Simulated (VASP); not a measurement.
MgO: single point with PBEsol

Crystal: MgO.

```
Mg O
1.0
     1.11494    2.78735    2.78735
     2.78735    1.11494    2.78735
     2.78735    2.78735    1.11494
Mg O
1 1
Direct
  0.00000 0.00000 0.00000
  0.50000 0.50000 0.50000
```

This cell differs from its parent crystal: ratio of the length along [111] to the lengths across it x 2.0, volume and fractional coordinates fixed.

```
Program                : VASP 6.6.1
Task                   : single point
Functional             : PBEsol
Potentials or basis    : VASP PAW PBE potentials, release 64 (Mg, O)
Cutoff                 : 520 eV
k mesh                 : 10 × 10 × 10
Occupations            : gaussian, width 0.05 eV
Spin                   : no spin polarisation
Dipole correction      : no
Further INCAR settings : ALGO = Normal; EDIFF = 1e-06; NBANDS = 11
```

| Property | Result |
| --- | --- |
| Pressure | 36.3 GPa |
| Band gap on the k mesh | zero (band 4 reaches 6.78 eV, above the bottom of band 5 at 5.22 eV) |

Stress tensor (GPa, compression positive):
```
 36.33 -59.41 -59.41
-59.41  36.33 -59.41
-59.41 -59.41  36.33
```

Levels at points of the mesh, in eV from the Fermi level:
| k point | band 2 | band 3 | band 4 | band 5 | band 6 | band 7 |
| --- | --- | --- | --- | --- | --- | --- |
| (0.00, 0.00, 0.00) | -6.22 | -5.04 | 0.86 | 0.86 | 10.16 | 13.72 |
| (0.50, 0.00, 0.00) | -6.14 | -3.86 | -0.44 | 0.86 | 5.13 | 10.19 |
| (0.50, 0.50, 0.00) | -6.02 | -4.34 | -0.44 | 2.68 | 3.70 | 9.68 |
| (0.50, 0.50, 0.50) | -9.36 | 0.59 | 0.83 | 0.83 | 5.74 | 17.73 |

Run time: 32 s on 1 thread of Intel(R) Xeon(R) 6975P-C (Granite Rapids) (shared host), peak memory 0.19 GiB.

Caveat: the PAW data sets were made with another functional, which shifts forces and pressure a little.
